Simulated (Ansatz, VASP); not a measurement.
**KF in VASP and in Ansatz**

INCAR

```
SYSTEM = KF
PREC = Accurate
ENCUT = 520
EDIFF = 1E-6
ISMEAR = 1
SIGMA = 0.018
LREAL = .FALSE.
LASPH = .TRUE.
NELM = 100
ALGO = Normal
ISIF = 2
LWAVE = .FALSE.
LCHARG = .TRUE.
GGA = CA
LELF = .TRUE.
LVHAR = .TRUE.
NBANDS = 15
```

The input KPOINTS:

```
Automatic mesh
0
G
  2 2 2
  0 0 0
```

POSCAR

```
KF
1.0
    0.0000000000      2.6544134050      2.6544134050
    2.6544134050      0.0000000000      2.6544134050
    2.6544134050      2.6544134050      0.0000000000
K F
1 1
Direct
    0.0000000000      0.0000000000      0.0000000000
    0.5000000000      0.5000000000      0.5000000000
```

Input for Ansatz:

```yaml
crystal:
  lattice:
    - [0.0, 2.654413405, 2.654413405]
    - [2.654413405, 0.0, 2.654413405]
    - [2.654413405, 2.654413405, 0.0]
  atoms:
    - { symbol: K, position: [0.0, 0.0, 0.0] }
    - { symbol: F, position: [0.5, 0.5, 0.5] }
basis:
  ecutwfc: 420
kpoints:
  mp_grid: { grid: [2, 2, 2] }
hamiltonian:
  xc: lda
scf:
  occupations: { method: methfessel_paxton, width: 0.018 }
  lower_state_search: "off"
output:
  forces: true
  stress: true
  eigenvalues: true
```

Alike in both runs: task single point; functional LDA; k mesh 2 × 2 × 2; occupations methfessel-paxton of order 1, width 0.018 eV; no spin polarisation.

```csv
,VASP,Ansatz
version,VASP 6.6.1,Ansatz 0.2.0
potentials or method,"VASP PAW LDA potentials, release 64 (K_sv, F), cutoff 520 eV","scalar-relativistic, plane waves, PAW"
valence electrons in the cell,16,16
```

VASP gave:

```
gap on the k mesh at the Fermi level (eV) : 5.86
least direct gap on the mesh (eV)         : 5.86
pressure (GPa)                            : -2.8
```

**Question.** Estimate Ansatz's values.

**Answer.** gap on the k mesh at the Fermi level (eV): 5.88; least direct gap on the mesh (eV): 5.88; pressure (GPa): -2.9.

LDA's correlation is that of Perdew and Zunger in VASP and of Perdew and Wang (1992) in Ansatz.

The k mesh is coarse, so the values compare programs but aren't converged.
